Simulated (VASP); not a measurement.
# Ca (P6_3/mmc) in VASP: further runs

Runs on Ca. Level: PBEsol. Tasks: single point.

All numbers are computed with VASP 6.6.1; they aren't measurements. Logs are shortened: lines on timing, memory, paths and dates and some standing lists are left out, and cuts for length are marked.

## 1. The cell of the first run

It takes space group P6_3/mmc (No. 194, hexagonal). Conventional cell: a = 4.139 Å, b = 4.139 Å, c = 5.998 Å, α = 90.00°, β = 90.00°, γ = 120.00°. Ca (site symmetry -6m2) has 12 Ca at 3.83 to 4.14 Å within 5.0 Å.

This isn't the form of Ca at room conditions, which is fcc.

## 2. Single point, PBEsol (strain +0.040 along x and y, -0.080 along z)

INCAR reads:

```
SYSTEM = Ca
PREC = Accurate
ENCUT = 520
EDIFF = 1E-6
ISMEAR = 0
SIGMA = 0.15
LREAL = .FALSE.
LASPH = .TRUE.
NELM = 80
ALGO = Fast
ISIF = 2
LWAVE = .FALSE.
LCHARG = .TRUE.
GGA = PS
LELF = .TRUE.
LVHAR = .TRUE.
NBANDS = 17
```

KPOINTS reads:

```
Automatic mesh
0
G
  12 12 8
  0 0 0
```

POSCAR reads:

```
Ca
1.0
    4.1391995014      0.0000000000      0.0000000000
   -2.0695997507      3.5846519196      0.0000000000
    0.0000000000      0.0000000000      5.9984000000
Ca
2
Direct
    0.3333333333      0.6666666667      0.2500000000
    0.6666666667      0.3333333333      0.7500000000
```

Potentials or basis: VASP PAW PBE potentials, release 64 (Ca_sv).

Run with:

```console
> cat potpaw_PBE.64/Ca_sv/POTCAR > POTCAR
> mpirun -np 1 vasp_std > vasp.out
```

OUTCAR:

```text
SYSTEM = Ca
   PREC = Accurate
   ENCUT = 520
   EDIFF = 1E-6
   ISMEAR = 0
   LREAL = .FALSE.
   LASPH = .TRUE.
   NELM = 80
   ISIF = 2
   GGA = PS

 ion  position               nearest neighbor table
   1  0.333  0.667  0.250-
   2  0.667  0.333  0.750-

  LATTYP: Found a hexagonal cell.
 ALAT       =     4.1391995014
 C/A-ratio  =     1.4491690961

  Lattice vectors:

 A1 = (   4.1391995014,   0.0000000000,   0.0000000000)
 A2 = (  -2.0695997507,   3.5846519196,   0.0000000000)
 A3 = (   0.0000000000,   0.0000000000,   5.9984000000)

Analysis of symmetry for initial positions (statically):
=====================================================================
 Subroutine PRICEL returns:
 Original cell was already a primitive cell.

 Routine SETGRP: Setting up the symmetry group for a
 hexagonal supercell.

 Subroutine GETGRP returns: Found 24 space group operations
 (whereof 12 operations were pure point group operations)
 out of a pool of 24 trial point group operations.

The static configuration has the point symmetry D_3d.
 The point group associated with its full space group is D_6h.

Analysis of symmetry for dynamics (positions and initial velocities):
=====================================================================
 Subroutine PRICEL returns:
 Original cell was already a primitive cell.

 Routine SETGRP: Setting up the symmetry group for a
 hexagonal supercell.

 Subroutine GETGRP returns: Found 24 space group operations
 (whereof 12 operations were pure point group operations)
 out of a pool of 24 trial point group operations.

The dynamic configuration has the point symmetry D_3d.
 The point group associated with its full space group is D_6h.

 Subroutine INISYM returns: Found 24 space group operations
 (whereof 12 operations are pure point group operations),
 and found     1 'primitive' translations

----------------------------------------------------------------------------------------

                                     Primitive cell

  volume of cell :      89.0018

  direct lattice vectors                    reciprocal lattice vectors
     4.139199501  0.000000000  0.000000000     0.241592607  0.139483557  0.000000000
    -2.069599751  3.584651920  0.000000000     0.000000000  0.278967114  0.000000000
     0.000000000  0.000000000  5.998400000     0.000000000  0.000000000  0.166711123

  length of vectors
     4.139199501  4.139199501  5.998400000     0.278967114  0.278967114  0.166711123

  position of ions in fractional coordinates (direct lattice)
     0.333333333  0.666666667  0.250000000
     0.666666667  0.333333333  0.750000000

  ion indices of the primitive-cell ions
   primitive index   ion index
                 1           1
                 2           2

----------------------------------------------------------------------------------------

 KPOINTS: Automatic mesh

Automatic generation of k-mesh.
 Grid dimensions read from file:
 generate k-points for:   12   12    8

 Generating k-lattice:

  Cartesian coordinates                     Fractional coordinates (reciprocal lattice)
     0.020132717  0.011623630  0.000000000     0.083333333  0.000000000  0.000000000
     0.000000000  0.023247259  0.000000000     0.000000000  0.083333333  0.000000000
     0.000000000  0.000000000  0.020838890     0.000000000  0.000000000  0.125000000

  Length of vectors
     0.023247259  0.023247259  0.020838890

  Shift w.r.t. Gamma in fractional coordinates (k-lattice)
     0.000000000  0.000000000  0.000000000

 Subroutine IBZKPT returns following result:
 ===========================================

 Found     95 irreducible k-points:

 Following reciprocal coordinates:
            Coordinates               Weight
  0.000000  0.000000  0.000000      1.000000
  0.083333  0.000000  0.000000      6.000000
  0.166667  0.000000  0.000000      6.000000
  0.250000 -0.000000  0.000000      6.000000
  0.333333 -0.000000  0.000000      6.000000
  0.416667  0.000000  0.000000      6.000000
[... 16 lines left out ...]
  0.250000 -0.000000  0.125000     12.000000
  0.333333 -0.000000  0.125000     12.000000
 [... further k-points ...]
   k-points           NKPTS =     95   k-points in BZ     NKDIM =     95   number of bands    NBANDS=     17
   number of dos      NEDOS =    301   number of ions     NIONS =      2
   total plane-waves  NPLWV =  49152
   dimension x,y,z NGX =    32 NGY =   32 NGZ =   48
   dimension x,y,z NGXF=    64 NGYF=   64 NGZF=   96
   ions per type =               2
   NGX,Y,Z   is equivalent  to a cutoff of  12.85, 12.85, 13.30 a.u.
   NGXF,Y,Z  is equivalent  to a cutoff of  25.70, 25.70, 26.61 a.u.
 SYSTEM =  Ca
   PREC   = accura    normal or accurate (medium, high low for compatibility)
   ISTART =      0    job   : 0-new  1-cont  2-samecut
   ICHARG =      2    charge: 1-file 2-atom 10-const
   ISPIN  =      1    spin polarized calculation?
   LNONCOLLINEAR =      F non collinear calculations
   LSORBIT =      F    spin-orbit coupling
   LASPH  =      T    aspherical Exc in radial PAW
   ENCUT  =  520.0 eV  38.22 Ry    6.18 a.u.   7.70  7.70 11.15*2*pi/ulx,y,z
   NELM   =     80;   NELMIN=  2; NELMDL= -5     # of ELM steps
   EDIFF  = 0.1E-05   stopping-criterion for ELM
   LREAL  =      F    real-space projection
   EDIFFG = 0.1E-04   stopping-criterion for IOM
   NSW    =      0    number of steps for IOM
   IBRION =     -1    ionic relax: 0-MD 1-quasi-New 2-CG
   NFREE  =      0    steps in history (QN), initial steepest desc. (CG)
   ISIF   =      2    stress and relaxation
   ISYM   =      2    0-nonsym 1-usesym 2-fastsym
   POTIM  = 0.5000    time-step for ionic-motion
   TEBEG  =    0.0;   TEEND  =   0.0 temperature during run
   PSTRESS=    0.0 pullay stress
   NELECT =      20.0000    total number of electrons
   NUPDOWN=      -1.0000    fix difference up-down
   EMIN   =  10.00;   EMAX   =-10.00  energy-range for DOS
   EFERMI =   0.00;   METHOD = LEGACY
   ISMEAR =     0;   SIGMA  =   0.15  broadening in eV -4-tet -1-fermi 0-gaus
   EFERMI_NEDOS =   21; number of points for ismear=-14 and -15
   IALGO  =     68    algorithm
   IMIX   =      4    mixing-type and parameters
     AMIX     =   0.40;   BMIX     =  1.00
     AMIX_MAG =   1.60;   BMIX_MAG =  1.00
  volume/ion in A,a.u.               =      44.50       300.31
  Fermi-wavevector in a.u.,A,eV,Ry     =   0.995295  1.880835 13.478102  0.990613
  Thomas-Fermi vector in A             =   2.127305
   LORBIT       =      0    0 simple, 1 ext, 2 COOP (PROOUT), +10 PAW based schemes
   GGA     = PS    functional components
   LHFCALC =     F    Hartree Fock is set to
   AEXX    =    0.0000 exact exchange contribution
   IVDW    =     0    specifies the selected vdW correction
   LEPSILON=     F    determine dielectric tensor
   LRPA    =     F    only Hartree local field effects (RPA)
 non-spin polarized calculation
 RMM-DIIS sequential band-by-band and
 Gauss-broadening in eV      SIGMA  =   0.15
  energy-cutoff  :      520.00
  volume of cell :       89.00
 maximum number of plane-waves:      2423
 NGX is ok and might be reduce to    32
   NGX = 15   NGY = 15   NGZ = 23

 number of electron      20.0000000 magnetization

 Free energy of the ion-electron system (eV)
  ---------------------------------------------------
  ext. energy  EPLUGINS =         0.00000000
  ---------------------------------------------------
  free energy    TOTEN  =        -4.17536117 eV

  energy without entropy =       -4.14470210  energy(sigma->0) =       -4.16003164

 E-fermi :   1.7316     XC(G=0):  -7.6396

 val. band max:        1.7280593180   @ k =   0.3333   0.2500   0.0000
 cond. band min:       1.7339840739   @ k =   0.3333   0.0833   0.0000
 fundamental gap:      0.0059247560
 Fermi energy:         1.7315925671

 k-point     1 :       0.0000    0.0000    0.0000
  band No.  band energies     occupation
      1     -40.2742      2.00000
      2     -40.2564      2.00000
      3     -21.4178      2.00000
      4     -21.3023      2.00000
      5     -21.3023      2.00000
      6     -21.2716      2.00000
[... 9 lines left out ...]
     16       4.2555      0.00000
     17       4.3382      0.00000

 k-point     2 :       0.0833    0.0000    0.0000
  band No.  band energies     occupation
      1     -40.2736      2.00000
      2     -40.2564      2.00000
      3     -21.4150      2.00000
      4     -21.3059      2.00000
      5     -21.3039      2.00000
      6     -21.2757      2.00000
[... 9 lines left out ...]
     16       4.1932      0.00000
     17       4.3200      0.00000

 k-point     3 :       0.1667    0.0000    0.0000
  band No.  band energies     occupation
      1     -40.2721      2.00000
      2     -40.2565      2.00000
      3     -21.4070      2.00000
      4     -21.3160      2.00000
      5     -21.3082      2.00000
      6     -21.2868      2.00000
[... 9 lines left out ...]
     16       4.0703      0.00000
     17       4.4827      0.00000

 k-point     4 :       0.2500   -0.0000    0.0000
  band No.  band energies     occupation
      1     -40.2699      2.00000
      2     -40.2566      2.00000
      3     -21.3947      2.00000
      4     -21.3299      2.00000
      5     -21.3138      2.00000
      6     -21.3017      2.00000
[... 9 lines left out ...]
     16       4.3862      0.00000
     17       4.9082      0.00000
[... 343 lines left out ...]
      1     -40.2715      2.00000
      2     -40.2571      2.00000
      3     -21.4029      2.00000
      4     -21.3140      2.00000
      5     -21.3068      2.00000
      6     -21.2934      2.00000
[... 9 lines left out ...]
     16       4.1958      0.00000
     17       4.4783      0.00000

 k-point    23 :       0.2500   -0.0000    0.1250
  band No.  band energies     occupation
      1     -40.2694      2.00000
      2     -40.2572      2.00000
      3     -21.3930      2.00000
      4     -21.3266      2.00000
      5     -21.3123      2.00000
      6     -21.3093      2.00000
[... 9 lines left out ...]
     16       4.3992      0.00000
     17       4.7336      0.00000

 k-point    24 :       0.3333   -0.0000    0.1250
  band No.  band energies     occupation
      1     -40.2670      2.00000
      2     -40.2575      2.00000
      3     -21.3828      2.00000
      4     -21.3381      2.00000
      5     -21.3244      2.00000
      6     -21.3175      2.00000
[... 9 lines left out ...]
     16       4.7756      0.00000
     17       5.1249      0.00000

 [... further k-points ...]

------------------------ aborting loop because EDIFF is reached ----------------------------------------

  FORCE on cell =-STRESS in cart. coord.  units (eV):
  Direction    XX          YY          ZZ          XY          YZ          ZX
  --------------------------------------------------------------------------------------
  -------------------------------------------------------------------------------------
  Total       -1.1475581     -1.1475581      0.3507147     -0.0000000      0.0000000      0.0000000
  in kB      -20.6579144    -20.6579144      6.3134353     -0.0000000      0.0000000      0.0000000
  external PRESSURE =     -11.6674645 kB  Pullay stress =       0.0000000 kB

 VOLUME and BASIS-vectors are now :
 -----------------------------------------------------------------------------
  energy-cutoff  :      520.00
  volume of cell :       89.00
      direct lattice vectors                 reciprocal lattice vectors
     4.139199501  0.000000000  0.000000000     0.241592607  0.139483557  0.000000000
    -2.069599751  3.584651920  0.000000000     0.000000000  0.278967114  0.000000000
     0.000000000  0.000000000  5.998400000     0.000000000  0.000000000  0.166711123

 POSITION                                       TOTAL-FORCE (eV/Angst)
 -----------------------------------------------------------------------------------
     -0.00000      2.38977      1.49960        -0.000000      0.000000      0.000000
      2.06960      1.19488      4.49880         0.000000     -0.000000      0.000000
 -----------------------------------------------------------------------------------
    total drift:                               -0.000000      0.000000     -0.000000

  FREE ENERGIE OF THE ION-ELECTRON SYSTEM (eV)
  ---------------------------------------------------
  free  energy   TOTEN  =        -4.1753611743 eV

  energy  without entropy=       -4.1447021001  energy(sigma->0) =       -4.16003164
```

Run time: 2.5 min. Hardware: 1 thread of Intel Xeon Platinum 8259CL at 2.50GHz (Skylake/Cascade Lake), shared host; peak memory 0.29 GiB.

Results:

```
Free energy            : -4.1754 eV
Pressure               : -1.2 GPa
Band gap on the k mesh : zero (bands 10 and 11 overlap by 0.51 eV)
```

Stress tensor (GPa, compression positive):
```
-2.07  0.00  0.00
 0.00 -2.07  0.00
 0.00  0.00  0.63
```

Levels at points of the mesh, in eV from the Fermi level:
| k point | band 6 | band 7 | band 8 | band 9 | band 10 | band 11 | band 12 | band 13 | band 14 | band 15 |
| --- | --- | --- | --- | --- | --- | --- | --- | --- | --- | --- |
| (0.00, 0.00, 0.00) | -23.00 | -23.00 | -23.00 | -3.98 | -0.68 | 0.30 | 2.08 | 2.08 | 2.50 | 2.51 |
| (0.50, 0.00, 0.00) | -23.06 | -23.04 | -23.01 | -1.34 | -0.89 | 0.31 | 0.35 | 1.53 | 1.81 | 2.22 |
| (0.00, 0.00, 0.50) | -23.02 | -23.02 | -23.02 | -2.83 | -2.83 | 1.72 | 1.72 | 1.96 | 1.96 | 1.96 |
| (0.50, 0.00, 0.50) | -23.03 | -23.02 | -23.02 | -0.72 | -0.72 | -0.02 | -0.02 | 1.58 | 1.58 | 2.48 |

Caveat: the cell differs from its parent crystal (strain +0.040 along x and y, -0.080 along z); the PAW data sets were made with another functional, which shifts forces and pressure a little.

## 3. Single point, PBEsol (strain +0.000 along x and y, +0.040 along z)

INCAR reads:

```
SYSTEM = Ca
  PREC = Accurate
  ENCUT = 520
  EDIFF = 1E-7
  ISMEAR = 0
  SIGMA = 0.15
  LREAL = .False.
  LASPH = .True.
  NELM = 100
  ALGO = Fast
  ISIF = 2
  LWAVE = .False.
  LCHARG = .False.
  GGA = PS
  NBANDS = 17
```

KPOINTS reads:

```
regular mesh
0
Gamma
  12 12 8
  0 0 0
```

POSCAR reads:

```
Ca
1.0
    3.9799995206      0.0000000000      0.0000000000
   -1.9899997603      3.4467806919      0.0000000000
    0.0000000000      0.0000000000      6.7808000000
Ca
2
Direct
    0.3333333333      0.6666666667      0.2500000000
    0.6666666667      0.3333333333      0.7500000000
```

Potentials or basis: VASP PAW PBE potentials, release 64 (Ca_sv).

Run with:

```console
> cat potpaw_PBE.64/Ca_sv/POTCAR > POTCAR
> mpirun -np 1 vasp_std > vasp.out
```

OUTCAR:

```text
SYSTEM = Ca
   PREC = Accurate
   ENCUT = 520
   EDIFF = 1E-7
   ISMEAR = 0
   LREAL = .False.
   LASPH = .True.
   NELM = 100
   ISIF = 2
   GGA = PS

 ion  position               nearest neighbor table
   1  0.333  0.667  0.250-
   2  0.667  0.333  0.750-

  LATTYP: Found a hexagonal cell.
 ALAT       =     3.9799995206
 C/A-ratio  =     1.7037187982

  Lattice vectors:

 A1 = (   3.9799995206,   0.0000000000,   0.0000000000)
[... 669 lines left out ...]

------------------------ aborting loop because EDIFF is reached ----------------------------------------

  FORCE on cell =-STRESS in cart. coord.  units (eV):
  Direction    XX          YY          ZZ          XY          YZ          ZX
  --------------------------------------------------------------------------------------
  -------------------------------------------------------------------------------------
  Total       -0.9157838     -0.9157838     -1.4775781      0.0000000     -0.0000000      0.0000000
  in kB      -15.7734231    -15.7734231    -25.4497442      0.0000000     -0.0000000      0.0000000
  external PRESSURE =     -18.9988635 kB  Pullay stress =       0.0000000 kB

 VOLUME and BASIS-vectors are now :
 -----------------------------------------------------------------------------
  energy-cutoff  :      520.00
  volume of cell :       93.02
      direct lattice vectors                 reciprocal lattice vectors
     3.979999521  0.000000000  0.000000000     0.251256312  0.145062899  0.000000000
    -1.989999760  3.446780692  0.000000000     0.000000000  0.290125798  0.000000000
     0.000000000  0.000000000  6.780800000     0.000000000  0.000000000  0.147475224

 POSITION                                       TOTAL-FORCE (eV/Angst)
 -----------------------------------------------------------------------------------
     -0.00000      2.29785      1.69520        -0.000000      0.000000     -0.000000
      1.99000      1.14893      5.08560         0.000000      0.000000      0.000000
 -----------------------------------------------------------------------------------
    total drift:                               -0.000000      0.000000     -0.000000

  FREE ENERGIE OF THE ION-ELECTRON SYSTEM (eV)
  ---------------------------------------------------
  free  energy   TOTEN  =        -4.1932625074 eV

  energy  without entropy=       -4.1654803817  energy(sigma->0) =       -4.17937144
```

stdout:

```text
POSCAR found type information on POSCAR Ca
 POSCAR found :  1 types and       2 ions
 scaLAPACK will be used
[... 19 lines left out ...]
WARNING in EDDRMM: call to ZHEGV failed, returncode =   8  4     11
 num prob  num prob  num prob  num prob  num prob  num prob  num prob RMM:  18    -0.419326265578E+01   -0.41110E-06   -0.24698E-07  3484   0.302E-03    0.131E-03
 num prob  num prob  num prob WARNING in EDDRMM: call to ZHEGV failed, returncode =   8  4     15
 num prob  num prob  num prob  num prob RMM:  19    -0.419326246437E+01    0.19141E-06   -0.11218E-07  3255   0.143E-03    0.210E-04
 num prob  num prob  num prob  num prob  num prob  num prob  num prob  num prob  num prob  num prob  num prob RMM:  20    -0.419326250740E+01   -0.43030E-07   -0.70974E-08  2701   0.909E-04
```

It took 3.5 min on 1 thread of Intel Xeon Platinum 8259CL at 2.50GHz (Skylake/Cascade Lake), shared host; peak memory 0.28 GiB.

Results:

```yaml
Free_energy: -4.1933 eV
Pressure: -1.9 GPa
Band_gap_on_the_k_mesh: zero (bands 10 and 11 overlap by 0.69 eV)
```

Caveat: the cell differs from its parent crystal (strain +0.000 along x and y, +0.040 along z); the PAW data sets were made with another functional, which shifts forces and pressure a little.

## 4. Single point, PBEsol (strain +0.040 along x and y, -0.040 along z)

INCAR reads:

```
SYSTEM = Ca
PREC = Accurate ; ENCUT = 520
EDIFF = 1E-6 ; ISMEAR = 0
SIGMA = 0.15 ; LREAL = .FALSE.
LASPH = .TRUE. ; NELM = 60
ALGO = Fast ; ISIF = 2
LWAVE = .FALSE. ; LCHARG = .FALSE.
GGA = PS ; NBANDS = 17
```

KPOINTS reads:

```
Automatic mesh
0
G
  12 12 8
  0 0 0
```

POSCAR reads:

```
Ca
1.0
    4.1391995014      0.0000000000      0.0000000000
   -2.0695997507      3.5846519196      0.0000000000
    0.0000000000      0.0000000000      6.2592000000
Ca
2
Direct
    0.3333333333      0.6666666667      0.2500000000
    0.6666666667      0.3333333333      0.7500000000
```

Run with:

```console
> cat potpaw_PBE.64/Ca_sv/POTCAR > POTCAR
> mpirun -np 1 vasp_std > vasp.out
```

Wall time 2.1 min (1 thread of Intel Xeon Platinum 8259CL at 2.50GHz (Skylake/Cascade Lake), shared host); peak memory 0.29 GiB.

It converged, with:

| Property | Result |
| --- | --- |
| Free energy | -4.1750 eV |
| Pressure | -1.8 GPa |
| Band gap on the k mesh | zero (bands 10 and 11 overlap by 0.50 eV) |

Stress tensor (GPa, compression positive):
```
-2.33  0.00  0.00
 0.00 -2.33  0.00
 0.00  0.00 -0.67
```

Levels at points of the mesh, in eV from the Fermi level:
```
           k point  band 7  band 8  band 9  band 10  band 11  band 12  band 13  band 14
(0.00, 0.00, 0.00)  -23.11  -23.11   -3.91    -0.77     0.05     2.07     2.07     2.41
(0.50, 0.00, 0.00)  -23.14  -23.12   -1.27    -0.83     0.32     0.36     1.38     1.86
(0.00, 0.00, 0.50)  -23.12  -23.12   -2.86    -2.86     1.56     1.56     2.00     2.00
(0.50, 0.00, 0.50)  -23.13  -23.13   -0.69    -0.69    -0.03    -0.03     1.49     1.49
```

Caveat: the cell differs from its parent crystal (strain +0.040 along x and y, -0.040 along z); the PAW data sets were made with another functional, which shifts forces and pressure a little.

(Part 1 of 2 ends here.)
